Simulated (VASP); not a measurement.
# Al2Ru (Fddd) in VASP: notebook, part 2 of 3

VASP 6.6.1. Earlier steps stand in the parts before.

**3. Single point, LDA (13.65 Å³/atom)**

Contents of INCAR:

```
SYSTEM = Al2Ru
PREC = Accurate
ENCUT = 520
EDIFF = 1E-7
ISMEAR = 0
SIGMA = 0.03
LREAL = .FALSE.
LASPH = .TRUE.
NELM = 80
ALGO = Fast
ISIF = 2
LWAVE = .FALSE.
LCHARG = .FALSE.
NBANDS = 29
```

Contents of KPOINTS:

```
Automatic mesh
0
G
  10 10 10
  0 0 0
```

Contents of POSCAR:

```
Al2Ru
1.0
    0.0000000000      4.0244022200      4.4243289035
    2.3007221543      0.0000000000      4.4243289035
    2.3007221543      4.0244022200      0.0000000000
Al Ru
4 2
Direct
    0.0788992938      0.4211007062      0.0788992938
    0.4211007062      0.0788992938      0.4211007062
    0.1711007062      0.8288992938      0.1711007062
    0.8288992938      0.1711007062      0.8288992938
    0.7500000000      0.7500000000      0.7500000000
    0.5000000000      0.5000000000      0.5000000000
```

Potentials or basis: VASP PAW LDA potentials, release 64 (Al, Ru_pv).

Started as:

```console
$ cat potpaw_LDA.64/Al/POTCAR potpaw_LDA.64/Ru_pv/POTCAR > POTCAR
$ mpirun -np 1 vasp_std > vasp.out
```

OUTCAR:

```text
SYSTEM = Al2Ru
   PREC = Accurate
   ENCUT = 520
   EDIFF = 1E-7
   ISMEAR = 0
   LREAL = .FALSE.
   LASPH = .TRUE.
   NELM = 80
   ISIF = 2

 ion  position               nearest neighbor table
   1  0.079  0.421  0.079-   6 2.57   6 2.57   3 2.60   3 2.60   2 2.63   2 2.63   5 2.65   5 2.68
                             5 2.68   2 2.75   4 3.20   4 3.20   4 3.20   4 3.20
   2  0.421  0.079  0.421-   6 2.57   6 2.57   4 2.60   4 2.60   1 2.63   1 2.63   5 2.65   5 2.68
                             5 2.68   1 2.75   3 3.20   3 3.20   3 3.20   3 3.20
   3  0.171  0.829  0.171-   5 2.57   5 2.57   1 2.60   1 2.60   4 2.63   4 2.63   6 2.65   6 2.68
                             6 2.68   4 2.75   2 3.20   2 3.20   2 3.20   2 3.20
   4  0.829  0.171  0.829-   5 2.57   5 2.57   2 2.60   2 2.60   3 2.63   3 2.63   6 2.65   6 2.68
                             6 2.68   3 2.75   1 3.20   1 3.20   1 3.20   1 3.20
   5  0.750  0.750  0.750-   4 2.57   3 2.57   4 2.57   3 2.57   1 2.65   2 2.65   2 2.68   2 2.68
                             1 2.68   1 2.68   6 3.20   6 3.20   6 3.20   6 3.20
   6  0.500  0.500  0.500-   2 2.57   1 2.57   1 2.57   2 2.57   3 2.65   4 2.65   3 2.68   3 2.68
                             4 2.68   4 2.68   5 3.20   5 3.20   5 3.20   5 3.20

  LATTYP: Found a face centered orthorhombic cell.
 ALAT       =     4.6014443086
 B/A-ratio  =     1.7491908845
 C/A-ratio  =     1.9230174731

  Lattice vectors:

 A1 = (   0.0000000000,   4.0244022200,   4.4243289035)
 A2 = (   2.3007221543,   0.0000000000,   4.4243289035)
 A3 = (   2.3007221543,   4.0244022200,   0.0000000000)

Analysis of symmetry for initial positions (statically):
=====================================================================
 Subroutine PRICEL returns:
 Original cell was already a primitive cell.

 Routine SETGRP: Setting up the symmetry group for a
 face centered orthorhombic supercell.

 Subroutine GETGRP returns: Found  8 space group operations
 (whereof  4 operations were pure point group operations)
 out of a pool of  8 trial point group operations.

The static configuration has the point symmetry D_2 .
 The point group associated with its full space group is D_2h.

Analysis of symmetry for dynamics (positions and initial velocities):
=====================================================================
 Subroutine PRICEL returns:
 Original cell was already a primitive cell.

 Routine SETGRP: Setting up the symmetry group for a
 face centered orthorhombic supercell.

 Subroutine GETGRP returns: Found  8 space group operations
 (whereof  4 operations were pure point group operations)
 out of a pool of  8 trial point group operations.

The dynamic configuration has the point symmetry D_2 .
 The point group associated with its full space group is D_2h.

 Subroutine INISYM returns: Found  8 space group operations
 (whereof  4 operations are pure point group operations),
 and found     1 'primitive' translations

----------------------------------------------------------------------------------------

                                     Primitive cell

  volume of cell :      81.9300

  direct lattice vectors                    reciprocal lattice vectors
     0.000000000  4.024402220  4.424328904    -0.217323069  0.124242055  0.113011490
     2.300722154  0.000000000  4.424328904     0.217323069 -0.124242055  0.113011490
     2.300722154  4.024402220  0.000000000     0.217323069  0.124242055 -0.113011490

  length of vectors
     5.980844378  4.986783400  4.635637568     0.274657972  0.274657972  0.274657972

  position of ions in fractional coordinates (direct lattice)
[... 70 lines left out ...]
   number of dos      NEDOS =    301   number of ions     NIONS =      6
   total plane-waves  NPLWV =  69120
   dimension x,y,z NGX =    48 NGY =   40 NGZ =   36
   dimension x,y,z NGXF=    96 NGYF=   80 NGZF=   72
   ions per type =               4   2
   NGX,Y,Z   is equivalent  to a cutoff of  13.34, 13.33, 12.91 a.u.
   NGXF,Y,Z  is equivalent  to a cutoff of  26.68, 26.67, 25.82 a.u.
 SYSTEM =  Al2Ru
   PREC   = accura    normal or accurate (medium, high low for compatibility)
   ISTART =      0    job   : 0-new  1-cont  2-samecut
   ICHARG =      2    charge: 1-file 2-atom 10-const
   ISPIN  =      1    spin polarized calculation?
   LNONCOLLINEAR =      F non collinear calculations
   LSORBIT =      F    spin-orbit coupling
   LASPH  =      T    aspherical Exc in radial PAW
   ENCUT  =  520.0 eV  38.22 Ry    6.18 a.u.  11.12  9.27  8.62*2*pi/ulx,y,z
   NELM   =     80;   NELMIN=  2; NELMDL= -5     # of ELM steps
   EDIFF  = 0.1E-06   stopping-criterion for ELM
   LREAL  =      F    real-space projection
   EDIFFG = 0.1E-05   stopping-criterion for IOM
   NSW    =      0    number of steps for IOM
   IBRION =     -1    ionic relax: 0-MD 1-quasi-New 2-CG
   NFREE  =      0    steps in history (QN), initial steepest desc. (CG)
   ISIF   =      2    stress and relaxation
   ISYM   =      2    0-nonsym 1-usesym 2-fastsym
   POTIM  = 0.5000    time-step for ionic-motion
   TEBEG  =    0.0;   TEEND  =   0.0 temperature during run
   PSTRESS=    0.0 pullay stress
   NELECT =      40.0000    total number of electrons
   NUPDOWN=      -1.0000    fix difference up-down
   EMIN   =  10.00;   EMAX   =-10.00  energy-range for DOS
   EFERMI =   0.00;   METHOD = LEGACY
   ISMEAR =     0;   SIGMA  =   0.03  broadening in eV -4-tet -1-fermi 0-gaus
   EFERMI_NEDOS =   21; number of points for ismear=-14 and -15
   IALGO  =     68    algorithm
   IMIX   =      4    mixing-type and parameters
     AMIX     =   0.40;   BMIX     =  1.00
     AMIX_MAG =   1.60;   BMIX_MAG =  1.00
  volume/ion in A,a.u.               =      13.65        92.15
  Fermi-wavevector in a.u.,A,eV,Ry     =   1.289082  2.436012 22.609238  1.661732
  Thomas-Fermi vector in A             =   2.420996
   LORBIT       =      0    0 simple, 1 ext, 2 COOP (PROOUT), +10 PAW based schemes
   GGA     = CA    functional components
   LHFCALC =     F    Hartree Fock is set to
   AEXX    =    0.0000 exact exchange contribution
   IVDW    =     0    specifies the selected vdW correction
   LEPSILON=     F    determine dielectric tensor
   LRPA    =     F    only Hartree local field effects (RPA)
 non-spin polarized calculation
 RMM-DIIS sequential band-by-band and
 Gauss-broadening in eV      SIGMA  =   0.03
  energy-cutoff  :      520.00
  volume of cell :       81.93
 maximum number of plane-waves:      2232
 NGX is ok and might be reduce to    48
   NGX = 23   NGY = 19   NGZ = 17

 number of electron      40.0000002 magnetization

 Free energy of the ion-electron system (eV)
  ---------------------------------------------------
  ext. energy  EPLUGINS =         0.00000000
  ---------------------------------------------------
  free energy    TOTEN  =       -42.34548595 eV

  energy without entropy =      -42.34544057  energy(sigma->0) =      -42.34546326

 E-fermi :  10.6167     XC(G=0): -12.1360

 val. band max:       10.5711795005   @ k =   0.1000   0.1000   0.0000
 cond. band min:      10.6177501319   @ k =   0.0000   0.3000   0.3000
 fundamental gap:      0.0465706314
 Fermi energy:        10.6167328247

 k-point     1 :       0.0000    0.0000    0.0000
  band No.  band energies     occupation
      1     -31.9800      2.00000
      2     -31.8955      2.00000
      3     -31.8920      2.00000
      4     -31.8355      2.00000
      5     -31.8257      2.00000
      6     -31.8253      2.00000
[... 757 lines left out ...]
     28      15.3902      0.00000
     29      16.5083      0.00000

 [... further k-points ...]

------------------------ aborting loop because EDIFF is reached ----------------------------------------

  FORCE on cell =-STRESS in cart. coord.  units (eV):
  Direction    XX          YY          ZZ          XY          YZ          ZX
  --------------------------------------------------------------------------------------
  -------------------------------------------------------------------------------------
  Total        1.3252005     -2.7762916     -3.0994040      0.0000000      0.0000000      0.0000000
  in kB       25.9148819    -54.2916079    -60.6102137      0.0000000      0.0000000      0.0000000
  external PRESSURE =     -29.6623132 kB  Pullay stress =       0.0000000 kB

 VOLUME and BASIS-vectors are now :
 -----------------------------------------------------------------------------
  energy-cutoff  :      520.00
  volume of cell :       81.93
      direct lattice vectors                 reciprocal lattice vectors
     0.000000000  4.024402220  4.424328904    -0.217323069  0.124242055  0.113011490
     2.300722154  0.000000000  4.424328904     0.217323069 -0.124242055  0.113011490
     2.300722154  4.024402220  0.000000000     0.217323069  0.124242055 -0.113011490

 POSITION                                       TOTAL-FORCE (eV/Angst)
 -----------------------------------------------------------------------------------
      1.15036      0.63504      2.21216         0.000000      0.103944     -0.000000
      1.15036      3.38936      2.21216         0.000000     -0.103944     -0.000000
      2.30072      1.37716      4.42433         0.000000     -0.103944      0.000000
      2.30072      6.67165      4.42433         0.000000      0.103944      0.000000
      3.45108      6.03660      6.63649         0.000000     -0.000000     -0.000000
      2.30072      4.02440      4.42433        -0.000000     -0.000000      0.000000
 -----------------------------------------------------------------------------------
    total drift:                               -0.000000     -0.000000     -0.000000

  FREE ENERGIE OF THE ION-ELECTRON SYSTEM (eV)
  ---------------------------------------------------
  free  energy   TOTEN  =       -42.3454859538 eV

  energy  without entropy=      -42.3454405681  energy(sigma->0) =      -42.34546326
```

stdout:

```text
POSCAR found type information on POSCAR AlRu
 POSCAR found :  2 types and       6 ions
 scaLAPACK will be used
 LDA part: xc-table for (Slater(with rela. corr.)+CA(PZ))
 , standard interpolation
 POSCAR, INCAR and KPOINTS ok, starting setup
 FFT: planning ... GRIDC
 FFT: planning ... GRID_SOFT
 FFT: planning ... GRID
 WAVECAR not read
 entering main loop
```

Wall time 4.9 min (1 thread of Intel Xeon 6975P-C (Granite Rapids), shared host); peak memory 0.44 GiB.

What came out:

* Free energy: -42.3455 eV
* Pressure: -3.0 GPa
* Largest force: 0.104 eV/Å
* Band gap on the k mesh: zero (bands 20 and 21 overlap by 0.11 eV)

Forces on the atoms (eV/Å):
```
Al   0.000  0.104  0.000
Al   0.000 -0.104  0.000
Al   0.000 -0.104  0.000
Al   0.000  0.104  0.000
Ru   0.000  0.000  0.000
Ru   0.000  0.000  0.000
```

Levels at points of the mesh, in eV from the Fermi level:
```csv
k point,band 17,band 18,band 19,band 20,band 21,band 22,band 23,band 24
"(0.00, 0.00, 0.00)",-1.94,-1.44,-1.33,0.11,1.54,2.36,2.48,2.58
"(0.50, 0.00, 0.00)",-2.22,-2.22,-1.21,-0.97,0.27,0.63,1.79,3.22
"(0.50, 0.50, 0.00)",-1.75,-1.75,-1.18,-1.18,2.28,2.28,2.33,2.33
"(0.50, 0.00, 0.50)",-2.30,-2.30,-1.54,-1.54,1.61,1.61,2.21,2.21
"(0.00, 0.50, 0.50)",-2.63,-2.63,-1.34,-1.34,0.33,0.33,4.64,4.64
```

Caveat: the stress differs along the axes, from -6 to 3 GPa.

**4. Single point, LDA (13.65 Å³/atom)**

Contents of INCAR:

```
  PREC = Accurate
  ENCUT = 520
  EDIFF = 1E-7
  ISMEAR = 0
  SIGMA = 0.03
  LREAL = False
  LASPH = True
  NELM = 100
  ALGO = Fast
  ISIF = 2
  LWAVE = False
  LCHARG = True
  LELF = True
  LVHAR = True
  NBANDS = 29
```

Contents of KPOINTS:

```
Automatic mesh
0
Gamma
  10 10 10
```

POSCAR, as its differences from that of step 3:

```diff
@@ -2,5 +2,5 @@
 1.0
-    0.0000000000      4.0244022200      4.4243289035
-    2.3007221543      0.0000000000      4.4243289035
-    2.3007221543      4.0244022200      0.0000000000
+    0.0000000000      4.1061411388      4.5141906622
+    2.2100351852      0.0000000000      4.5141906622
+    2.2100351852      4.1061411388      0.0000000000
 Al Ru
```

Started as:

```console
$ cat potpaw_LDA.64/Al/POTCAR potpaw_LDA.64/Ru_pv/POTCAR > POTCAR
$ mpirun -np 1 vasp_std > vasp.out
```

Run time: 5.6 min. Hardware: 1 thread of Intel Xeon 6975P-C (Granite Rapids), shared host; peak memory 0.43 GiB.

The run converged. Its results:

```yaml
Free_energy: -42.0028 eV
Pressure: -1.7 GPa
Largest_force: 0.354 eV/Å
Band_gap_on_the_k_mesh: zero (bands 20 and 21 overlap by 0.51 eV)
```

Forces on the atoms (eV/Å):
```
Al   0.000  0.354  0.000
Al   0.000 -0.354  0.000
Al   0.000 -0.354  0.000
Al   0.000  0.354  0.000
Ru   0.000  0.000  0.000
Ru   0.000  0.000  0.000
```

Stress tensor (GPa, compression positive):
```
 14.89   0.00   0.00
  0.00  -8.98   0.00
  0.00   0.00 -10.92
```

Levels at points of the mesh, in eV from the Fermi level:
| k point | band 18 | band 19 | band 20 | band 21 | band 22 | band 23 |
| --- | --- | --- | --- | --- | --- | --- |
| (0.00, 0.00, 0.00) | -1.70 | -1.39 | 0.45 | 1.32 | 2.48 | 2.61 |
| (0.50, 0.00, 0.00) | -2.16 | -1.28 | -1.03 | 0.19 | 0.54 | 1.80 |
| (0.50, 0.50, 0.00) | -1.97 | -0.71 | -0.71 | 1.99 | 1.99 | 2.45 |
| (0.50, 0.00, 0.50) | -2.10 | -1.63 | -1.63 | 1.41 | 1.41 | 1.86 |
| (0.00, 0.50, 0.50) | -2.74 | -1.35 | -1.35 | 0.39 | 0.39 | 4.57 |

Caveat: the stress differs along the axes, from -11 to 15 GPa.

[end of part 2 of 3]

The gap in the log of VASP goes by the Fermi energy; the results here count the filled bands.